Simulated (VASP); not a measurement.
# Sc (I4/mmm) in VASP: notebook

Sc is run at these levels: PBE; tasks: single point.

All numbers are computed with VASP 6.6.1; they aren't measurements. Logs are shortened: lines on timing, memory, paths and dates and some standing lists are left out, and cuts for length are marked.

### 1 The cell of the first run

The structure is tetragonal, space group I4/mmm (No. 139). Conventional cell: a = 3.834 Å, b = 3.834 Å, c = 3.435 Å, α = 90.00°, β = 90.00°, γ = 90.00°. Within 4.2 Å of Sc (site symmetry 4/mmm) lie 14 Sc at 3.21 to 3.83 Å.

### 2 Single point, PBE

File INCAR:

```
PREC = Accurate
ENCUT = 520
EDIFF = 1E-7
ISMEAR = -1
SIGMA = 0.05
LREAL = False
LASPH = True
NELM = 60
ALGO = Normal
ISIF = 2
LWAVE = False
LCHARG = True
GGA = PE
LELF = True
LVHAR = True
NBANDS = 12
```

File KPOINTS:

```
Automatic mesh
0
Gamma
  12 12 12
```

File POSCAR:

```
Sc
1.0
   -1.9172054859      1.9172054859      1.7176030000
    1.9172054859     -1.9172054859      1.7176030000
    1.9172054859      1.9172054859     -1.7176030000
Sc
1
Direct
    0.0000000000      0.0000000000      0.0000000000
```

Potentials or basis: VASP PAW PBE potentials, release 64 (Sc_sv).

The run is started by

```sh
cat potpaw_PBE.64/Sc_sv/POTCAR > POTCAR
mpirun -np 1 vasp_std > vasp.out
```

OUTCAR:

```text
PREC = Accurate
   ENCUT = 520
   EDIFF = 1E-7
   ISMEAR = -1
   LREAL = False
   LASPH = True
   NELM = 60
   ISIF = 2
   GGA = PE

 ion  position               nearest neighbor table
   1  0.000  0.000  0.000-

  LATTYP: Found a body centered tetragonal cell.
 ALAT       =     3.8344109718
 C/A-ratio  =     0.8958888406

  Lattice vectors:

 A1 = (  -1.9172054859,   1.9172054859,   1.7176030000)
 A2 = (   1.9172054859,  -1.9172054859,   1.7176030000)
 A3 = (   1.9172054859,   1.9172054859,  -1.7176030000)

Analysis of symmetry for initial positions (statically):
=====================================================================
 Subroutine PRICEL returns:
 Original cell was already a primitive cell.

 Routine SETGRP: Setting up the symmetry group for a
 body centered tetragonal supercell.

 Subroutine GETGRP returns: Found 16 space group operations
 (whereof 16 operations were pure point group operations)
 out of a pool of 16 trial point group operations.

The static configuration has the point symmetry D_4h.

Analysis of symmetry for dynamics (positions and initial velocities):
=====================================================================
 Subroutine PRICEL returns:
 Original cell was already a primitive cell.

 Routine SETGRP: Setting up the symmetry group for a
 body centered tetragonal supercell.

 Subroutine GETGRP returns: Found 16 space group operations
 (whereof 16 operations were pure point group operations)
 out of a pool of 16 trial point group operations.

The dynamic configuration has the point symmetry D_4h.

 Subroutine INISYM returns: Found 16 space group operations
 (whereof 16 operations are pure point group operations),
 and found     1 'primitive' translations

----------------------------------------------------------------------------------------

                                     Primitive cell

  volume of cell :      25.2534

  direct lattice vectors                    reciprocal lattice vectors
    -1.917205486  1.917205486  1.717603000     0.000000000  0.260796249  0.291103357
     1.917205486 -1.917205486  1.717603000     0.260796249  0.000000000  0.291103357
     1.917205486  1.917205486 -1.717603000     0.260796249  0.260796249  0.000000000

  length of vectors
     3.209597142  3.209597142  3.209597142     0.390839927  0.390839927  0.368821593

  position of ions in fractional coordinates (direct lattice)
     0.000000000  0.000000000  0.000000000

  ion indices of the primitive-cell ions
   primitive index   ion index
                 1           1

----------------------------------------------------------------------------------------

 KPOINTS: Automatic mesh

Automatic generation of k-mesh.
 Grid dimensions read from file:
 generate k-points for:   12   12   12

 Generating k-lattice:

  Cartesian coordinates                     Fractional coordinates (reciprocal lattice)
     0.000000000  0.021733021  0.024258613     0.083333333  0.000000000  0.000000000
     0.021733021  0.000000000  0.024258613     0.000000000  0.083333333  0.000000000
     0.021733021  0.021733021  0.000000000     0.000000000  0.000000000  0.083333333

  Length of vectors
     0.032569994  0.032569994  0.030735133

  Shift w.r.t. Gamma in fractional coordinates (k-lattice)
     0.000000000  0.000000000  0.000000000

 Subroutine IBZKPT returns following result:
 ===========================================

 Found    163 irreducible k-points:

 Following reciprocal coordinates:
            Coordinates               Weight
  0.000000  0.000000  0.000000      1.000000
  0.083333 -0.000000  0.000000      8.000000
  0.166667  0.000000  0.000000      8.000000
  0.250000 -0.000000  0.000000      8.000000
  0.333333 -0.000000  0.000000      8.000000
  0.416667 -0.000000  0.000000      8.000000
[... 16 lines left out ...]
  0.500000  0.166667  0.000000     16.000000
 -0.416667  0.166667  0.000000     16.000000
 [... further k-points ...]
   k-points           NKPTS =    163   k-points in BZ     NKDIM =    163   number of bands    NBANDS=     12
   number of dos      NEDOS =    301   number of ions     NIONS =      1
   total plane-waves  NPLWV =  13824
   dimension x,y,z NGX =    24 NGY =   24 NGZ =   24
   dimension x,y,z NGXF=    48 NGYF=   48 NGZF=   48
   ions per type =               1
   NGX,Y,Z   is equivalent  to a cutoff of  12.43, 12.43, 12.43 a.u.
   NGXF,Y,Z  is equivalent  to a cutoff of  24.86, 24.86, 24.86 a.u.
 SYSTEM =  unknown system
   PREC   = accura    normal or accurate (medium, high low for compatibility)
   ISTART =      0    job   : 0-new  1-cont  2-samecut
   ICHARG =      2    charge: 1-file 2-atom 10-const
   ISPIN  =      1    spin polarized calculation?
   LNONCOLLINEAR =      F non collinear calculations
   LSORBIT =      F    spin-orbit coupling
   LASPH  =      T    aspherical Exc in radial PAW
   ENCUT  =  520.0 eV  38.22 Ry    6.18 a.u.   5.97  5.97  5.97*2*pi/ulx,y,z
   NELM   =     60;   NELMIN=  2; NELMDL= -5     # of ELM steps
   EDIFF  = 0.1E-06   stopping-criterion for ELM
   LREAL  =      F    real-space projection
   EDIFFG = 0.1E-05   stopping-criterion for IOM
   NSW    =      0    number of steps for IOM
   IBRION =     -1    ionic relax: 0-MD 1-quasi-New 2-CG
   NFREE  =      0    steps in history (QN), initial steepest desc. (CG)
   ISIF   =      2    stress and relaxation
   ISYM   =      2    0-nonsym 1-usesym 2-fastsym
   POTIM  = 0.5000    time-step for ionic-motion
   TEBEG  =    0.0;   TEEND  =   0.0 temperature during run
   PSTRESS=    0.0 pullay stress
   NELECT =      11.0000    total number of electrons
   NUPDOWN=      -1.0000    fix difference up-down
   EMIN   =  10.00;   EMAX   =-10.00  energy-range for DOS
   EFERMI =   0.00;   METHOD = LEGACY
   ISMEAR =    -1;   SIGMA  =   0.05  broadening in eV -4-tet -1-fermi 0-gaus
   EFERMI_NEDOS =   21; number of points for ismear=-14 and -15
   IALGO  =     38    algorithm
   IMIX   =      4    mixing-type and parameters
     AMIX     =   0.40;   BMIX     =  1.00
     AMIX_MAG =   1.60;   BMIX_MAG =  1.00
  volume/ion in A,a.u.               =      25.25       170.42
  Fermi-wavevector in a.u.,A,eV,Ry     =   1.240983  2.345117 20.953486  1.540038
  Thomas-Fermi vector in A             =   2.375400
   LORBIT       =      0    0 simple, 1 ext, 2 COOP (PROOUT), +10 PAW based schemes
   GGA     = PE    functional components
   LHFCALC =     F    Hartree Fock is set to
   AEXX    =    0.0000 exact exchange contribution
   IVDW    =     0    specifies the selected vdW correction
   LEPSILON=     F    determine dielectric tensor
   LRPA    =     F    only Hartree local field effects (RPA)
 non-spin polarized calculation
  energy-cutoff  :      520.00
  volume of cell :       25.25
 maximum number of plane-waves:       700
   NGX = 11   NGY = 11   NGZ = 11

 number of electron      11.0000004 magnetization

 Free energy of the ion-electron system (eV)
  ---------------------------------------------------
  ext. energy  EPLUGINS =         0.00000000
  ---------------------------------------------------
  free energy    TOTEN  =        -6.15020828 eV

  energy without entropy =       -6.12855090  energy(sigma->0) =       -6.13937959

 E-fermi :   3.6466     XC(G=0):  -9.7840

 val. band max:        3.6458539702   @ k =   0.5000   0.1667   0.0833
 cond. band min:       3.6467980044   @ k =   0.2500   0.1667   0.1667
 fundamental gap:      0.0009440343
 Fermi energy:         3.6466463894

 k-point     1 :       0.0000    0.0000    0.0000
  band No.  band energies     occupation
      1     -45.9906      2.00000
      2     -24.4216      2.00000
      3     -24.4216      2.00000
      4     -24.3930      2.00000
      5      -1.5376      2.00000
      6       4.6615      0.00000
      7       5.3508      0.00000
      8       5.3508      0.00000
      9       5.9880      0.00000
     10       6.7609      0.00000
     11      17.0439      0.00000
     12      17.0439      0.00000

 k-point     2 :       0.0833   -0.0000    0.0000
  band No.  band energies     occupation
      1     -45.9866      2.00000
      2     -24.4376      2.00000
      3     -24.4298      2.00000
      4     -24.4037      2.00000
      5      -1.3478      2.00000
      6       4.6821      0.00000
      7       5.2882      0.00000
      8       5.3569      0.00000
      9       6.0115      0.00000
     10       6.6762      0.00000
     11      17.0113      0.00000
     12      17.2200      0.00000

 k-point     3 :       0.1667    0.0000    0.0000
  band No.  band energies     occupation
      1     -45.9756      2.00000
      2     -24.5010      2.00000
      3     -24.4523      2.00000
      4     -24.4129      2.00000
      5      -0.8011      2.00000
      6       4.5726      0.00000
      7       5.0229      0.00000
      8       5.5770      0.00000
      9       6.1435      0.00000
     10       6.5288      0.00000
     11      16.4966      0.00000
     12      16.9482      0.00000
[... 286 lines left out ...]
 k-point    23 :       0.5000    0.1667    0.0000
  band No.  band energies     occupation
      1     -45.9322      2.00000
      2     -24.7208      2.00000
      3     -24.5602      2.00000
      4     -24.4489      2.00000
      5       2.0601      2.00000
      6       3.7453      0.24433
      7       3.9445      0.00516
      8       6.3927      0.00000
      9       6.7389      0.00000
     10       7.9814      0.00000
     11      11.4117      0.00000
     12      12.6320      0.00000

 k-point    24 :      -0.4167    0.1667    0.0000
  band No.  band energies     occupation
      1     -45.9425      2.00000
      2     -24.6803      2.00000
      3     -24.5241      2.00000
      4     -24.4397      2.00000
      5       1.2778      2.00000
      6       3.8350      0.04518
      7       4.2209      0.00002
      8       6.2574      0.00000
      9       6.5477      0.00000
     10       7.3406      0.00000
     11      12.9070      0.00000
     12      13.3871      0.00000

 [... further k-points ...]
[... 5 lines left out ...]
  --------------------------------------------------------------------------------------
  -------------------------------------------------------------------------------------
  Total       -0.1738465     -0.1738465     -0.0025281      0.0000000      0.0000000      0.0000000
  in kB      -11.0295166    -11.0295166     -0.1603948      0.0000000      0.0000000      0.0000000
  external PRESSURE =      -7.4064760 kB  Pullay stress =       0.0000000 kB

 VOLUME and BASIS-vectors are now :
 -----------------------------------------------------------------------------
  energy-cutoff  :      520.00
  volume of cell :       25.25
      direct lattice vectors                 reciprocal lattice vectors
    -1.917205486  1.917205486  1.717603000     0.000000000  0.260796249  0.291103357
     1.917205486 -1.917205486  1.717603000     0.260796249  0.000000000  0.291103357
     1.917205486  1.917205486 -1.717603000     0.260796249  0.260796249  0.000000000

 POSITION                                       TOTAL-FORCE (eV/Angst)
 -----------------------------------------------------------------------------------
      0.00000      0.00000      0.00000         0.000000      0.000000     -0.000000
 -----------------------------------------------------------------------------------
    total drift:                               -0.000000      0.000000      0.000000

  FREE ENERGIE OF THE ION-ELECTRON SYSTEM (eV)
  ---------------------------------------------------
  free  energy   TOTEN  =        -6.1502082776 eV

  energy  without entropy=       -6.1285509043  energy(sigma->0) =       -6.13937959
```

Run time: 72 s. Hardware: 1 thread of AMD EPYC 7R43 (Zen 3), shared host; peak memory 0.14 GiB.

What came out:

```
Free energy            : -6.1502 eV
Pressure               : -0.7 GPa
Band gap on the k mesh : zero (an odd number of electrons rules out a gap without spin polarisation)
```

Stress tensor (GPa, compression positive):
```
-1.10  0.00  0.00
 0.00 -1.10  0.00
 0.00  0.00 -0.02
```

Levels at points of the mesh, in eV from the Fermi level:
```
           k point  band 1  band 2  band 3  band 4  band 5  band 6  band 7  band 8  band 9  band 10
(0.00, 0.00, 0.00)  -49.64  -28.07  -28.07  -28.04   -5.18    1.01    1.70    1.70    2.34     3.11
(0.50, 0.00, 0.00)  -49.58  -28.42  -28.19  -28.08   -1.69    0.06    0.63    2.74    3.45     4.02
(0.50, 0.50, 0.00)  -49.58  -28.43  -28.13  -28.05   -1.83    0.06    0.86    2.25    2.87     3.98
(0.50, 0.50, 0.50)  -49.54  -28.34  -28.34  -28.24   -1.28   -1.06    3.73    3.73    3.86     5.22
```

### 3 Single point, PBE

File INCAR:

```
SYSTEM = Sc
PREC     = Accurate       ! precision mode
ENCUT    = 520            ! plane-wave cutoff, eV
EDIFF    = 1E-6           ! SCF threshold, eV
ISMEAR   = -1             ! smearing method
SIGMA    = 0.05           ! smearing width, eV
LREAL    = .False.        ! projectors in reciprocal space
LASPH    = .True.         ! aspherical terms in the spheres
NELM     = 100            ! most SCF steps
ALGO     = Normal         ! electronic algorithm
ISIF     = 2              ! what is computed and relaxed
LWAVE    = .False.        ! write WAVECAR
LCHARG   = .False.        ! write CHGCAR
GGA      = PE             ! functional
NBANDS   = 12             ! bands
```

File KPOINTS:

```
Automatic mesh
0
Gamma
  14 14 14
  0 0 0
```

POSCAR is that of step 2.

Potentials or basis: VASP PAW PBE potentials, release 64 (Sc_sv).

The run is started by

```sh
cat potpaw_PBE.64/Sc_sv/POTCAR > POTCAR
mpirun -np 1 vasp_std > vasp.out
```

Wall time 81 s (1 thread of AMD EPYC 7R43 (Zen 3), shared host); peak memory 0.16 GiB.

The run converged. Its results:

```
Free energy            : -6.1503 eV
Pressure               : -0.7 GPa
Band gap on the k mesh : zero (an odd number of electrons rules out a gap without spin polarisation)
```

Stress tensor (GPa, compression positive):
```
-1.11  0.00  0.00
 0.00 -1.11  0.00
 0.00  0.00 -0.02
```

Levels at points of the mesh, in eV from the Fermi level:
| k point | band 1 | band 2 | band 3 | band 4 | band 5 | band 6 | band 7 | band 8 | band 9 | band 10 |
| --- | --- | --- | --- | --- | --- | --- | --- | --- | --- | --- |
| (0.00, 0.00, 0.00) | -49.64 | -28.07 | -28.07 | -28.04 | -5.18 | 1.02 | 1.70 | 1.70 | 2.34 | 3.11 |
| (0.50, 0.00, 0.00) | -49.58 | -28.42 | -28.19 | -28.08 | -1.69 | 0.06 | 0.63 | 2.74 | 3.45 | 4.02 |
| (0.50, 0.50, 0.00) | -49.58 | -28.43 | -28.13 | -28.05 | -1.83 | 0.06 | 0.86 | 2.25 | 2.87 | 3.98 |
| (0.50, 0.50, 0.50) | -49.54 | -28.34 | -28.34 | -28.24 | -1.27 | -1.06 | 3.73 | 3.73 | 3.86 | 5.22 |
